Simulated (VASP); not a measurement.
As: relaxation of cell and atoms with PBE+D3(BJ)

The system is As.

```xyz
4
Lattice="5.2789 0.0000 0.0000 -2.6395 4.5717 0.0000 0.0000 0.0000 10.2554" Properties=species:S:1:pos:R:3 pbc="T T T"
As    0.0000    3.0478    3.3261
As    0.0000    3.0478    1.8016
As    2.6395    1.5239    8.4538
As    2.6395    1.5239    6.9293
```

```json
{
 "Program": "VASP 6.6.1",
 "Task": "relaxation of cell and atoms",
 "Functional": "PBE",
 "Dispersion": "D3(BJ)",
 "Potentials or basis": "VASP PAW PBE potentials, release 64 (As)",
 "Cutoff": "600 eV",
 "k mesh": "6 × 6 × 2",
 "Occupations": "gaussian, width 0.1 eV",
 "Spin": "no spin polarisation",
 "Dipole correction": "no",
 "Further INCAR settings": "ALGO = Normal; EDIFF = 1e-06; IBRION = 2; EDIFFG = -0.05; NSW = 80; ISIF = 3"
}
```

- Relaxed volume: 24.47 Å³/atom
- Relaxed cell: a = 4.411 Å, b = 4.411 Å, c = 5.808 Å, α = 90.00°, β = 90.00°, γ = 120.00°
- Space group after relaxing (to 0.05 Å): P6/mmm (No. 191)
- Energy gained by relaxing: 6734.6 meV/atom
- Ionic steps: 27
- Pressure after relaxing: 0.1 GPa
- Largest force after relaxing: 0.028 eV/Å
- Band gap on the k mesh: zero (band 10 reaches 4.56 eV, above the bottom of band 11 at 4.22 eV)
- Dispersion energy per atom: -0.360 eV

Forces in eV/Å, atoms in the order of the input:
```
As   0.000  0.000  0.028
As   0.000  0.000 -0.028
As   0.000  0.000  0.028
As   0.000  0.000 -0.028
```

Stress tensor (GPa, compression positive):
```
-0.02  0.00  0.00
 0.00 -0.02  0.00
 0.00  0.00  0.30
```

The path:
| step | energy change (eV) | largest force (eV/Å) | pressure (GPa) | volume (Å³) |
| --- | --- | --- | --- | --- |
| 1 | 0.0000 | 62.3230 | 40.48 | 247.50 |
| 2 | -8.2877 | 0.0228 | -1.25 | 797.53 |
| 3 | -8.3783 | 0.0509 | -1.24 | 788.64 |
| 4 | -8.4793 | 0.0447 | -1.24 | 778.00 |
| 5 | -11.4480 | 1.1238 | -1.88 | 543.29 |
| 6 | -19.4321 | 1.0389 | -4.32 | 396.10 |
| 7 | -20.7928 | 0.9142 | -4.84 | 321.98 |
| 8 | -21.3546 | 0.0149 | -5.63 | 284.78 |
| 9 | -24.6297 | 0.1254 | -1.82 | 209.22 |
| 10 | -24.7117 | 0.1087 | -0.46 | 200.66 |
| 11 | -24.7142 | 0.1010 | -0.17 | 198.90 |
| 12 | -24.7122 | 0.0928 | 0.10 | 197.34 |
| 13 | -24.7187 | 0.0805 | -0.22 | 198.06 |
| 14 | -24.7197 | 0.0705 | -0.41 | 198.47 |
| 15 | -24.7250 | 0.0427 | -0.40 | 196.94 |
| 16 | -24.7392 | 0.0363 | -0.40 | 192.37 |
| 17 | -24.7641 | 0.1579 | -0.52 | 183.27 |
| 18 | -24.8445 | 0.1859 | -1.12 | 165.21 |
| 19 | -25.3312 | 0.3146 | -1.75 | 129.68 |
| 20 | 1.3736 | 47.5855 | 195.02 | 60.90 |
| 21 | -25.2598 | 0.1811 | -0.96 | 128.33 |
| 22 | -25.3292 | 0.1922 | -0.89 | 126.41 |
| 23 | -26.8878 | 0.0761 | 3.35 | 93.31 |
| 24 | -26.3308 | 0.0315 | -0.74 | 106.13 |
| 25 | -26.8937 | 0.0284 | 2.32 | 95.35 |
| 26 | -26.9237 | 0.0239 | -1.15 | 99.52 |
| 27 | -26.9383 | 0.0276 | 0.09 | 97.88 |

Final structure:
```cif
data_structure
_symmetry_space_group_name_H-M 'P 1'
_symmetry_Int_Tables_number 1
_cell_length_a 4.4114
_cell_length_b 4.4114
_cell_length_c 5.8075
_cell_angle_alpha 90.000
_cell_angle_beta 90.000
_cell_angle_gamma 120.000
_cell_volume 97.88
loop_
_atom_site_label
_atom_site_type_symbol
_atom_site_fract_x
_atom_site_fract_y
_atom_site_fract_z
_atom_site_occupancy
As1 As 0.33333 0.66667 0.49786 1
As2 As 0.33333 0.66667 0.00214 1
As3 As 0.66667 0.33333 0.99786 1
As4 As 0.66667 0.33333 0.50214 1
```

Levels at points of the mesh, in eV from the Fermi level:
```
           k point  band 8  band 9  band 10  band 11  band 12  band 13
(0.00, 0.00, 0.00)   -2.75   -2.75    -1.05     0.14     0.14     2.18
(0.50, 0.00, 0.00)   -3.56   -3.12    -0.84     3.05     3.38     4.13
(0.00, 0.00, 0.50)   -3.70   -2.96    -2.96     0.96     0.96     0.96
(0.50, 0.00, 0.50)   -2.29   -1.65    -1.65    -0.12    -0.12     3.90
```

Run time: 20 min on 1 thread of Intel(R) Xeon(R) Platinum 8124M CPU @ 3.00GHz (Skylake/Cascade Lake), on a shared host, peak memory 0.44 GiB.

Caveat: the volume moved by over 15 % at a fixed basis, so the end points are rough; the relaxation stopped at a loose force limit of 0.05 eV/Å, so its end isn't a converged minimum.
